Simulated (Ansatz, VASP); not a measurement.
**One calculation of MgO, two programs**

```
Mg O
1.0
     3.48410    0.00000    0.00000
    -1.74205    3.01732    0.00000
     0.00000    0.00000    4.18569
Mg O
2 2
Direct
  0.66667 0.33333 0.75000
  0.33333 0.66667 0.25000
  0.61520 0.47394 0.25000
  0.33333 0.66667 0.75000
```

Alike in both runs: task single point; functional r2SCAN; k mesh 6 × 6 × 6; occupations gaussian, width 0.05 eV; no spin polarisation.

|  | VASP | Ansatz |
| --- | --- | --- |
| version | VASP 6.6.1 | Ansatz 0.2.0 |
| potentials or method | VASP PAW PBE potentials, release 64 (Mg, O), cutoff 520 eV | scalar-relativistic, plane waves, PAW |
| valence electrons in the cell | 16 | 32 |

Ansatz gave:

```
gap on the k mesh at the Fermi level (eV) : 3.50
least direct gap on the mesh (eV)         : 3.50
rms of the force components (eV/Å)        : 8.721
```

**Question.** Which values does VASP return?

**Answer.** gap on the k mesh at the Fermi level (eV): 3.50; least direct gap on the mesh (eV): 3.50; rms of the force components (eV/Å): 9.110.

VASP's potentials were made for PBE, not for r2SCAN. Atom by atom the forces differ by 0.390 eV/Å (rms over components). VASP's potentials hold 16 valence electrons a cell and Ansatz's 32, so a difference there can come from the potentials and not from the codes.
